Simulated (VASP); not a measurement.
# GaN (F-43m) in VASP: a series of runs

GaN is run at these levels: LDA, r2SCAN; tasks: single point.

All numbers are computed with VASP 6.6.1; they aren't measurements. Logs are shortened: lines on timing, memory, paths and dates and some standing lists are left out, and cuts for length are marked.

## Step 1: The cell of the first run

Symmetry: F-43m, No. 216, cubic system. The conventional cell has a = 4.455 Å, b = 4.455 Å, c = 4.455 Å, α = 90.00°, β = 90.00°, γ = 90.00°. Ga (site symmetry -43m) has 4 N at 1.93 Å within 2.6 Å. Within 2.6 Å of N (site symmetry -43m) lie 4 Ga at 1.93 Å.

## Step 2: Single point, LDA

The input, INCAR:

```
SYSTEM = GaN
  PREC = Accurate
  ENCUT = 910
  EDIFF = 1E-6
  ISMEAR = -1
  SIGMA = 0.02
  LREAL = .FALSE.
  LASPH = .TRUE.
  NELM = 120
  ALGO = Normal
  ISIF = 2
  LWAVE = .FALSE.
  LCHARG = .TRUE.
  LELF = .TRUE.
  LVHAR = .TRUE.
  NBANDS = 16
  GGA_COMPAT = .FALSE.
```

The input, KPOINTS:

```
regular mesh
0
G
  8 8 8
  0 0 0
```

The input, POSCAR:

```
GaN
1.0
    0.0000000000      2.2276639158      2.2276639158
    2.2276639158      0.0000000000      2.2276639158
    2.2276639158      2.2276639158      0.0000000000
Ga N
1 1
Direct
    0.0000000000      0.0000000000      0.0000000000
    0.2500000000      0.2500000000      0.2500000000
```

Potentials or basis: VASP PAW LDA potentials, release 64 (Ga_d, N_h).

Command:

```
> cat potpaw_LDA.64/Ga_d/POTCAR potpaw_LDA.64/N_h/POTCAR > POTCAR
> mpirun -np 1 vasp_std > vasp.out
```

OUTCAR:

```text
SYSTEM = GaN
   PREC = Accurate
   ENCUT = 910
   EDIFF = 1E-6
   ISMEAR = -1
   LREAL = .FALSE.
   LASPH = .TRUE.
   NELM = 120
   ISIF = 2

 ion  position               nearest neighbor table
   1  0.000  0.000  0.000-   2 1.93   2 1.93   2 1.93   2 1.93
   2  0.250  0.250  0.250-   1 1.93   1 1.93   1 1.93   1 1.93

  LATTYP: Found a face centered cubic cell.
 ALAT       =     4.4553278316

  Lattice vectors:

 A1 = (   0.0000000000,   2.2276639158,   2.2276639158)
 A2 = (   2.2276639158,   0.0000000000,   2.2276639158)
 A3 = (   2.2276639158,   2.2276639158,   0.0000000000)

Analysis of symmetry for initial positions (statically):
[... 5 lines left out ...]
 face centered cubic supercell.

 Subroutine GETGRP returns: Found 24 space group operations
 (whereof 24 operations were pure point group operations)
 out of a pool of 48 trial point group operations.

The static configuration has the point symmetry T_d .

Analysis of symmetry for dynamics (positions and initial velocities):
[... 5 lines left out ...]
 face centered cubic supercell.

 Subroutine GETGRP returns: Found 24 space group operations
 (whereof 24 operations were pure point group operations)
 out of a pool of 48 trial point group operations.

The dynamic configuration has the point symmetry T_d .

 Subroutine INISYM returns: Found 24 space group operations
 (whereof 24 operations are pure point group operations),
 and found     1 'primitive' translations

----------------------------------------------------------------------------------------

                                     Primitive cell

  volume of cell :      22.1095

  direct lattice vectors                    reciprocal lattice vectors
     0.000000000  2.227663916  2.227663916    -0.224450374  0.224450374  0.224450374
     2.227663916  0.000000000  2.227663916     0.224450374 -0.224450374  0.224450374
     2.227663916  2.227663916  0.000000000     0.224450374  0.224450374 -0.224450374

  length of vectors
     3.150392522  3.150392522  3.150392522     0.388759452  0.388759452  0.388759452

  position of ions in fractional coordinates (direct lattice)
     0.000000000  0.000000000  0.000000000
     0.250000000  0.250000000  0.250000000

  ion indices of the primitive-cell ions
   primitive index   ion index
                 1           1
                 2           2

----------------------------------------------------------------------------------------

 KPOINTS: regular mesh

Automatic generation of k-mesh.
 Grid dimensions read from file:
 generate k-points for:    8    8    8

 Generating k-lattice:

  Cartesian coordinates                     Fractional coordinates (reciprocal lattice)
    -0.028056297  0.028056297  0.028056297     0.125000000  0.000000000  0.000000000
     0.028056297 -0.028056297  0.028056297     0.000000000  0.125000000  0.000000000
     0.028056297  0.028056297 -0.028056297     0.000000000  0.000000000  0.125000000

  Length of vectors
     0.048594932  0.048594932  0.048594932

  Shift w.r.t. Gamma in fractional coordinates (k-lattice)
     0.000000000  0.000000000  0.000000000

 Subroutine IBZKPT returns following result:
 ===========================================

 Found     29 irreducible k-points:

 Following reciprocal coordinates:
            Coordinates               Weight
  0.000000  0.000000  0.000000      1.000000
  0.125000  0.000000  0.000000      8.000000
  0.250000  0.000000  0.000000      8.000000
  0.375000  0.000000  0.000000      8.000000
  0.500000  0.000000  0.000000      4.000000
  0.125000  0.125000  0.000000      6.000000
[... 16 lines left out ...]
  0.500000  0.250000  0.125000     48.000000
 -0.375000  0.250000  0.125000     24.000000
 [... further k-points ...]
   k-points           NKPTS =     29   k-points in BZ     NKDIM =     29   number of bands    NBANDS=     16
   number of dos      NEDOS =    301   number of ions     NIONS =      2
   total plane-waves  NPLWV =  32768
   dimension x,y,z NGX =    32 NGY =   32 NGZ =   32
   dimension x,y,z NGXF=    64 NGYF=   64 NGZF=   64
   ions per type =               1   1
   NGX,Y,Z   is equivalent  to a cutoff of  16.89, 16.89, 16.89 a.u.
   NGXF,Y,Z  is equivalent  to a cutoff of  33.77, 33.77, 33.77 a.u.
 SYSTEM =  GaN
   PREC   = accura    normal or accurate (medium, high low for compatibility)
   ISTART =      0    job   : 0-new  1-cont  2-samecut
   ICHARG =      2    charge: 1-file 2-atom 10-const
   ISPIN  =      1    spin polarized calculation?
   LNONCOLLINEAR =      F non collinear calculations
   LSORBIT =      F    spin-orbit coupling
   LASPH  =      T    aspherical Exc in radial PAW
   ENCUT  =  910.0 eV  66.88 Ry    8.18 a.u.   7.75  7.75  7.75*2*pi/ulx,y,z
   NELM   =    120;   NELMIN=  2; NELMDL= -5     # of ELM steps
   EDIFF  = 0.1E-05   stopping-criterion for ELM
   LREAL  =      F    real-space projection
   EDIFFG = 0.1E-04   stopping-criterion for IOM
   NSW    =      0    number of steps for IOM
   IBRION =     -1    ionic relax: 0-MD 1-quasi-New 2-CG
   NFREE  =      0    steps in history (QN), initial steepest desc. (CG)
   ISIF   =      2    stress and relaxation
   ISYM   =      2    0-nonsym 1-usesym 2-fastsym
   POTIM  = 0.5000    time-step for ionic-motion
   TEBEG  =    0.0;   TEEND  =   0.0 temperature during run
   PSTRESS=    0.0 pullay stress
   NELECT =      18.0000    total number of electrons
   NUPDOWN=      -1.0000    fix difference up-down
   EMIN   =  10.00;   EMAX   =-10.00  energy-range for DOS
   EFERMI =   0.00;   METHOD = LEGACY
   ISMEAR =    -1;   SIGMA  =   0.02  broadening in eV -4-tet -1-fermi 0-gaus
   EFERMI_NEDOS =   21; number of points for ismear=-14 and -15
   IALGO  =     38    algorithm
   IMIX   =      4    mixing-type and parameters
     AMIX     =   0.40;   BMIX     =  1.00
     AMIX_MAG =   1.60;   BMIX_MAG =  1.00
  volume/ion in A,a.u.               =      11.05        74.60
  Fermi-wavevector in a.u.,A,eV,Ry     =   1.528643  2.888716 31.793395  2.336749
  Thomas-Fermi vector in A             =   2.636373
   LORBIT       =      0    0 simple, 1 ext, 2 COOP (PROOUT), +10 PAW based schemes
   GGA     = CA    functional components
   LHFCALC =     F    Hartree Fock is set to
   AEXX    =    0.0000 exact exchange contribution
   IVDW    =     0    specifies the selected vdW correction
   LEPSILON=     F    determine dielectric tensor
   LRPA    =     F    only Hartree local field effects (RPA)
 non-spin polarized calculation
  energy-cutoff  :      910.00
  volume of cell :       22.11
 maximum number of plane-waves:      1411
   NGX = 15   NGY = 15   NGZ = 15

 number of electron      17.9999998 magnetization

 Free energy of the ion-electron system (eV)
  ---------------------------------------------------
  ext. energy  EPLUGINS =         0.00000000
  ---------------------------------------------------
  free energy    TOTEN  =       -13.94583882 eV

  energy without entropy =      -13.94583882  energy(sigma->0) =      -13.94583882

 E-fermi :   6.2324     XC(G=0): -12.3192

 val. band max:        5.7395165504   @ k =   0.0000   0.0000   0.0000
 cond. band min:       7.7131811919   @ k =   0.0000   0.0000   0.0000
 fundamental gap:      1.9736646415
 Fermi energy:         6.2324466719

 k-point     1 :       0.0000    0.0000    0.0000
  band No.  band energies     occupation
      1     -10.3680      2.00000
      2      -7.8516      2.00000
      3      -7.8516      2.00000
      4      -7.8516      2.00000
      5      -7.4972      2.00000
      6      -7.4972      2.00000
[... 8 lines left out ...]
     15      24.6833      0.00000
     16      24.6833      0.00000

 k-point     2 :       0.1250    0.0000    0.0000
  band No.  band energies     occupation
      1     -10.1851      2.00000
      2      -7.8289      2.00000
      3      -7.8289      2.00000
      4      -7.7885      2.00000
      5      -7.4991      2.00000
      6      -7.4991      2.00000
[... 8 lines left out ...]
     15      23.1032      0.00000
     16      23.1032      0.00000

 k-point     3 :       0.2500    0.0000    0.0000
  band No.  band energies     occupation
      1      -9.7770      2.00000
      2      -7.7843      2.00000
      3      -7.7843      2.00000
      4      -7.4922      2.00000
      5      -7.4922      2.00000
      6      -7.4750      2.00000
[... 8 lines left out ...]
     15      22.7205      0.00000
     16      22.7205      0.00000

 k-point     4 :       0.3750    0.0000    0.0000
  band No.  band energies     occupation
      1      -9.4762      2.00000
      2      -7.7595      2.00000
      3      -7.7595      2.00000
      4      -7.4637      2.00000
      5      -7.4637      2.00000
      6      -6.7172      2.00000
[... 8 lines left out ...]
     15      24.1814      0.00000
     16      24.1814      0.00000

 k-point     5 :       0.5000    0.0000    0.0000
  band No.  band energies     occupation
      1      -9.3930      2.00000
      2      -7.7554      2.00000
      3      -7.7554      2.00000
      4      -7.4452      2.00000
      5      -7.4452      2.00000
      6      -6.1177      2.00000
[... 8 lines left out ...]
     15      25.6131      0.00000
     16      25.6131      0.00000

 k-point     6 :       0.1250    0.1250    0.0000
  band No.  band energies     occupation
      1     -10.1254      2.00000
      2      -7.8077      2.00000
      3      -7.8077      2.00000
      4      -7.7966      2.00000
      5      -7.5127      2.00000
      6      -7.4847      2.00000
[... 8 lines left out ...]
     15      25.6585      0.00000
     16      25.8037      0.00000
[... 267 lines left out ...]
 k-point    21 :       0.5000    0.5000    0.0000
  band No.  band energies     occupation
      1      -9.2161      2.00000
      2      -7.7687      2.00000
      3      -7.5146      2.00000
      4      -7.5146      2.00000
      5      -7.4121      2.00000
      6      -5.6447      2.00000
[... 8 lines left out ...]
     15      28.0350      0.00000
     16      30.6429      0.00000

 k-point    22 :       0.3750    0.2500    0.1250
  band No.  band energies     occupation
      1      -9.5269      2.00000
      2      -7.7381      2.00000
      3      -7.7162      2.00000
      4      -7.5927      2.00000
      5      -7.4671      2.00000
      6      -7.0809      2.00000
[... 8 lines left out ...]
     15      25.0308      0.00000
     16      27.3506      0.00000

 k-point    23 :       0.5000    0.2500    0.1250
  band No.  band energies     occupation
      1      -9.3409      2.00000
      2      -7.7322      2.00000
      3      -7.6820      2.00000
      4      -7.5521      2.00000
      5      -7.4595      2.00000
      6      -6.3034      2.00000
[... 8 lines left out ...]
     15      25.1341      0.00000
     16      27.1598      0.00000

 k-point    24 :      -0.3750    0.2500    0.1250
  band No.  band energies     occupation
      1      -9.2882      2.00000
      2      -7.7388      2.00000
      3      -7.6687      2.00000
      4      -7.5216      2.00000
      5      -7.4612      2.00000
      6      -5.7720      2.00000
[... 8 lines left out ...]
     15      24.7131      0.00000
     16      27.0617      0.00000

 [... further k-points ...]
[... 5 lines left out ...]
  --------------------------------------------------------------------------------------
  -------------------------------------------------------------------------------------
  Total        0.1213879      0.1213879      0.1213879     -0.0000000      0.0000000     -0.0000000
  in kB        8.7964441      8.7964441      8.7964441     -0.0000000      0.0000000     -0.0000000
  external PRESSURE =       8.7964441 kB  Pullay stress =       0.0000000 kB

 VOLUME and BASIS-vectors are now :
 -----------------------------------------------------------------------------
  energy-cutoff  :      910.00
  volume of cell :       22.11
      direct lattice vectors                 reciprocal lattice vectors
     0.000000000  2.227663916  2.227663916    -0.224450374  0.224450374  0.224450374
     2.227663916  0.000000000  2.227663916     0.224450374 -0.224450374  0.224450374
     2.227663916  2.227663916  0.000000000     0.224450374  0.224450374 -0.224450374

 POSITION                                       TOTAL-FORCE (eV/Angst)
 -----------------------------------------------------------------------------------
      0.00000      0.00000      0.00000         0.000000      0.000000     -0.000000
      1.11383      1.11383      1.11383        -0.000000     -0.000000      0.000000
 -----------------------------------------------------------------------------------
    total drift:                                0.000000      0.000000      0.000000

  FREE ENERGIE OF THE ION-ELECTRON SYSTEM (eV)
  ---------------------------------------------------
  free  energy   TOTEN  =       -13.9458388202 eV

  energy  without entropy=      -13.9458388202  energy(sigma->0) =      -13.94583882
```

Wall time 16 s (1 thread of Intel Xeon Platinum 8259CL at 2.50GHz (Skylake/Cascade Lake), shared host); peak memory 0.16 GiB.

What came out:

| Quantity | Value |
| --- | --- |
| Free energy | -13.9458 eV |
| Pressure | 0.9 GPa |
| Band gap on the k mesh | 1.97 eV, direct |

Levels at points of the mesh, in eV from the valence-band top:
| k point | band 6 | band 7 | band 8 | band 9 | band 10 | band 11 | band 12 | band 13 |
| --- | --- | --- | --- | --- | --- | --- | --- | --- |
| (0.00, 0.00, 0.00) | -13.24 | 0.00 | 0.00 | 0.00 | 1.97 | 10.33 | 10.33 | 10.33 |
| (0.50, 0.00, 0.00) | -11.86 | -7.35 | -1.02 | -1.02 | 4.78 | 8.77 | 10.38 | 10.38 |
| (0.50, 0.50, 0.00) | -11.38 | -6.35 | -2.86 | -2.86 | 3.26 | 6.69 | 11.75 | 14.12 |

Caveat: the cutoff is under 1.25 times the usual one of these potentials, so pressure, stress and relaxed cells hold a basis-set (Pulay) error. A hybrid or GW would open this gap; LDA tends to underestimate it.

## Step 3: Single point, r2SCAN

This run uses another cell than the first one, of 11.37 Å³/atom, 1.029 times its volume.

The input, POSCAR:

```
GaN
1.0
    0.0000000000      2.2489526566      2.2489526566
    2.2489526566      0.0000000000      2.2489526566
    2.2489526566      2.2489526566      0.0000000000
Ga N
1 1
Direct
    0.0000000000      0.0000000000      0.0000000000
    0.2500000000      0.2500000000      0.2500000000
```

The input, INCAR.step1:

```
SYSTEM = GaN
  PREC = Accurate
  ENCUT = 910
  ISMEAR = -1
  SIGMA = 0.02
  LREAL = .FALSE.
  LASPH = .TRUE.
  NELM = 120
  NBANDS = 16
  GGA = PE
  ALGO = Normal
  EDIFF = 1E-5
  LWAVE = .TRUE.
  LCHARG = .FALSE.
  GGA_COMPAT = .FALSE.
```

The input, INCAR.step2:

```
SYSTEM = GaN
  PREC = Accurate
  ENCUT = 910
  EDIFF = 1E-6
  ISMEAR = -1
  SIGMA = 0.02
  LREAL = .FALSE.
  LASPH = .TRUE.
  NELM = 120
  ALGO = Normal
  ISIF = 2
  LWAVE = .FALSE.
  LCHARG = .FALSE.
  METAGGA = R2SCAN
  LMIXTAU = .TRUE.
  NBANDS = 16
  ISTART = 1
  GGA_COMPAT = .FALSE.
```

The input, KPOINTS:

```
Automatic mesh
0
G
  8 8 8
  0 0 0
```

Potentials or basis: VASP PAW PBE potentials, release 64 (Ga_d, N_h).

Command:

```
> cat potpaw_PBE.64/Ga_d/POTCAR potpaw_PBE.64/N_h/POTCAR > POTCAR
> cp INCAR.step1 INCAR
> mpirun -np 1 vasp_std > vasp.out
> cp INCAR.step2 INCAR
> mpirun -np 1 vasp_std > vasp.out
```

It took 32 s on 1 thread of Intel Xeon 6975P-C (Granite Rapids), shared host; peak memory 0.2 GiB.

It converged, with:

```yaml
Free_energy: -21.8958 eV
Pressure: 1.0 GPa
Band_gap_on_the_k_mesh: 2.16 eV, direct
```

Levels at points of the mesh, in eV from the valence-band top:
```tsv
k point	band 7	band 8	band 9	band 10	band 11	band 12
(0.00, 0.00, 0.00)	0.00	0.00	0.00	2.16	11.04	11.04
(0.50, 0.00, 0.00)	-7.19	-1.00	-1.00	5.20	9.47	11.03
(0.50, 0.50, 0.00)	-6.24	-2.80	-2.80	3.77	7.28	12.62
```

Caveat: the cutoff is under 1.25 times the usual one of these potentials, so pressure, stress and relaxed cells hold a basis-set (Pulay) error; the PAW data sets were made with another functional, which shifts forces and pressure a little.

[end of part 1 of 2]
